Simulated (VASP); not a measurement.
# AlRu (P4mm) in VASP: further runs, part 2 of 2

VASP 6.6.1. Earlier steps stand in the parts before.

### Step 3. Single point, PBEsol (atom 1 (Al) moved by (-0.225, +0.000) A along x and z)

File INCAR:

```
SYSTEM = AlRu
ALGO = Fast
EDIFF = 1E-7
ENCUT = 520
GGA = PS
ISIF = 2
ISMEAR = 0
LASPH = .True.
LCHARG = .False.
LREAL = .False.
LWAVE = .False.
NBANDS = 16
NELM = 100
PREC = Accurate
SIGMA = 0.15
```

File KPOINTS:

```
k-points
0
Gamma
  16 16 16
  0 0 0
```

File POSCAR:

```
AlRu
1.0
    2.9916000000      0.0000000000      0.0000000000
    0.0000000000      2.9916000000      0.0000000000
    0.0000000000      0.0000000000      2.9916000000
Al Ru
1 1
Direct
   -0.0752105897      0.0000000000      0.0000000000
    0.5000000000      0.5000000000      0.5000000000
```

Potentials or basis: VASP PAW PBE potentials, release 64 (Al, Ru_pv).

The run is started by

```
$ cat potpaw_PBE.64/Al/POTCAR potpaw_PBE.64/Ru_pv/POTCAR > POTCAR
$ mpirun -np 1 vasp_std > vasp.out
```

OUTCAR:

```text
SYSTEM = AlRu
   EDIFF = 1E-7
   ENCUT = 520
   GGA = PS
   ISIF = 2
   ISMEAR = 0
   LASPH = .True.
   LREAL = .False.
   NELM = 100
   PREC = Accurate

 ion  position               nearest neighbor table
   1  0.925  0.000  0.000-   2 2.47   2 2.47   2 2.47   2 2.47   2 2.73   2 2.73   2 2.73   2 2.73

   2  0.500  0.500  0.500-   1 2.47   1 2.47   1 2.47   1 2.47   1 2.73   1 2.73   1 2.73   1 2.73

  LATTYP: Found a simple cubic cell.
 ALAT       =     2.9916000000

  Lattice vectors:

 A1 = (   2.9916000000,   0.0000000000,   0.0000000000)
 A2 = (   0.0000000000,   2.9916000000,   0.0000000000)
 A3 = (   0.0000000000,   0.0000000000,   2.9916000000)

Analysis of symmetry for initial positions (statically):
=====================================================================
 Subroutine PRICEL returns:
 Original cell was already a primitive cell.

 Routine SETGRP: Setting up the symmetry group for a
 simple cubic supercell.

 Subroutine GETGRP returns: Found  8 space group operations
 (whereof  8 operations were pure point group operations)
 out of a pool of 48 trial point group operations.

The static configuration has the point symmetry C_4v.

Analysis of symmetry for dynamics (positions and initial velocities):
=====================================================================
 Subroutine PRICEL returns:
 Original cell was already a primitive cell.

 Routine SETGRP: Setting up the symmetry group for a
 simple cubic supercell.

 Subroutine GETGRP returns: Found  8 space group operations
 (whereof  8 operations were pure point group operations)
 out of a pool of 48 trial point group operations.

The dynamic configuration has the point symmetry C_4v.

 Subroutine INISYM returns: Found  8 space group operations
 (whereof  8 operations are pure point group operations),
 and found     1 'primitive' translations

----------------------------------------------------------------------------------------

                                     Primitive cell

[... 112 lines left out ...]
  Fermi-wavevector in a.u.,A,eV,Ry     =   1.407087  2.659009 26.938090  1.979894
  Thomas-Fermi vector in A             =   2.529382
   LORBIT       =      0    0 simple, 1 ext, 2 COOP (PROOUT), +10 PAW based schemes
   GGA     = PS    functional components
   LHFCALC =     F    Hartree Fock is set to
   AEXX    =    0.0000 exact exchange contribution
   IVDW    =     0    specifies the selected vdW correction
   LEPSILON=     F    determine dielectric tensor
   LRPA    =     F    only Hartree local field effects (RPA)
 non-spin polarized calculation
 RMM-DIIS sequential band-by-band and
 Gauss-broadening in eV      SIGMA  =   0.15
  energy-cutoff  :      520.00
  volume of cell :       26.77
 maximum number of plane-waves:       739
 NGX is ok and might be reduce to    24
   NGX = 11   NGY = 11   NGZ = 11

 number of electron      16.9999995 magnetization

 Free energy of the ion-electron system (eV)
  ---------------------------------------------------
  ext. energy  EPLUGINS =         0.00000000
  ---------------------------------------------------
  free energy    TOTEN  =       -15.33008375 eV

  energy without entropy =      -15.31082341  energy(sigma->0) =      -15.32045358

 E-fermi :  10.5828     XC(G=0): -12.6721

 val. band max:       10.5752533110   @ k =   0.0625   0.0625   0.0000
 cond. band min:      10.5848773384   @ k =   0.3125   0.3750   0.3750
 fundamental gap:      0.0096240274
 Fermi energy:        10.5827736780

 k-point     1 :       0.0000    0.0000    0.0000
  band No.  band energies     occupation
      1     -31.1220      2.00000
      2     -31.1220      2.00000
      3     -31.1129      2.00000
      4       0.9276      2.00000
      5       6.9262      2.00000
      6       6.9687      2.00000
[... 433 lines left out ...]
      3     -31.1066      2.00000
      4       1.6638      2.00000
      5       7.1278      2.00000
      6       7.2056      2.00000
[... 8 lines left out ...]
     15      23.1364      0.00000
     16      27.3985      0.00000

 [... further k-points ...]

------------------------ aborting loop because EDIFF is reached ----------------------------------------

  FORCE on cell =-STRESS in cart. coord.  units (eV):
  Direction    XX          YY          ZZ          XY          YZ          ZX
  --------------------------------------------------------------------------------------
  -------------------------------------------------------------------------------------
  Total       -0.3329523      0.3313402      0.3313402     -0.0000000      0.0000000      0.0000000
  in kB      -19.9242510     19.8277849     19.8277849     -0.0000000      0.0000000      0.0000000
  external PRESSURE =       6.5771063 kB  Pullay stress =       0.0000000 kB

 VOLUME and BASIS-vectors are now :
 -----------------------------------------------------------------------------
  energy-cutoff  :      520.00
  volume of cell :       26.77
      direct lattice vectors                 reciprocal lattice vectors
     2.991600000  0.000000000  0.000000000     0.334269287  0.000000000  0.000000000
     0.000000000  2.991600000  0.000000000     0.000000000  0.334269287  0.000000000
     0.000000000  0.000000000  2.991600000     0.000000000  0.000000000  0.334269287

 POSITION                                       TOTAL-FORCE (eV/Angst)
 -----------------------------------------------------------------------------------
      2.76660      0.00000      0.00000         1.705648     -0.000000      0.000000
      1.49580      1.49580      1.49580        -1.705648      0.000000     -0.000000
 -----------------------------------------------------------------------------------
    total drift:                                0.000089     -0.000000      0.000000

  FREE ENERGIE OF THE ION-ELECTRON SYSTEM (eV)
  ---------------------------------------------------
  free  energy   TOTEN  =       -15.3300837545 eV

  energy  without entropy=      -15.3108234056  energy(sigma->0) =      -15.32045358
```

OSZICAR:

```text
N       E                     dE             d eps       ncg     rms          rms(c)
DAV:   1     0.115027809444E+03    0.11503E+03   -0.90733E+03 13200   0.982E+02
DAV:   2    -0.142139550366E+02   -0.12924E+03   -0.12312E+03 15336   0.293E+02
DAV:   3    -0.160972901492E+02   -0.18833E+01   -0.18779E+01 16496   0.369E+01
DAV:   4    -0.161108349469E+02   -0.13545E-01   -0.13525E-01 16472   0.329E+00
DAV:   5    -0.161110274312E+02   -0.19248E-03   -0.19216E-03 15736   0.377E-01    0.133E+01
RMM:   6    -0.154322095459E+02    0.67882E+00   -0.22544E+00 13329   0.116E+01    0.244E+00
RMM:   7    -0.153494782781E+02    0.82731E-01   -0.14506E-01 13780   0.307E+00    0.207E+00
RMM:   8    -0.153305373368E+02    0.18941E-01   -0.20961E-02 14382   0.100E+00    0.226E-01
RMM:   9    -0.153301196201E+02    0.41772E-03   -0.16808E-03 15062   0.342E-01    0.127E-01
RMM:  10    -0.153300820977E+02    0.37522E-04   -0.25296E-04 15864   0.144E-01    0.655E-02
RMM:  11    -0.153300881539E+02   -0.60562E-05   -0.75369E-05 15599   0.800E-02    0.252E-02
RMM:  12    -0.153300838403E+02    0.43136E-05   -0.21437E-05 15730   0.414E-02    0.141E-02
RMM:  13    -0.153300844289E+02   -0.58858E-06   -0.49121E-06 15702   0.186E-02    0.361E-02
RMM:  14    -0.153300839479E+02    0.48097E-06   -0.53848E-07 14485   0.529E-03    0.177E-02
RMM:  15    -0.153300838457E+02    0.10223E-06   -0.10031E-07 10391   0.251E-03    0.139E-02
RMM:  16    -0.153300837545E+02    0.91142E-07   -0.19617E-08  9099   0.116E-03
   1 F= -.15330084E+02 E0= -.15320454E+02  d E =-.192603E-01
```

stdout:

```text
POSCAR found type information on POSCAR AlRu
 POSCAR found :  2 types and       2 ions
 scaLAPACK will be used
 -----------------------------------------------------------------------------
|                                                                             |
|                                                                             |
|     You enforced a specific xc type in the INCAR file but a different       |
|     I HOPE YOU KNOW WHAT YOU ARE DOING!                                     |
|                                                                             |
 -----------------------------------------------------------------------------

 LDA part: xc-table for (Slater+PW92), standard interpolation
 POSCAR, INCAR and KPOINTS ok, starting setup
 FFT: planning ... GRIDC
 FFT: planning ... GRID_SOFT
 FFT: planning ... GRID
 WAVECAR not read
 entering main loop
WARNING in EDDRMM: call to ZHEGV failed, returncode =   8  4     16
```

Wall time 2.4 min (1 thread of AMD EPYC 7R43 (Zen 3), shared host); peak memory 0.24 GiB.

What came out:

* Free energy: -15.3301 eV
* Pressure: 0.7 GPa
* Largest force: 1.706 eV/Å

Forces on the atoms (eV/Å):
```
Al   1.706  0.000  0.000
Ru  -1.706  0.000  0.000
```

Caveat: the cell differs from its parent crystal (atom 1 (Al) moved by (-0.225, +0.000) A along x and z); the PAW data sets were made with another functional, which shifts forces and pressure a little.
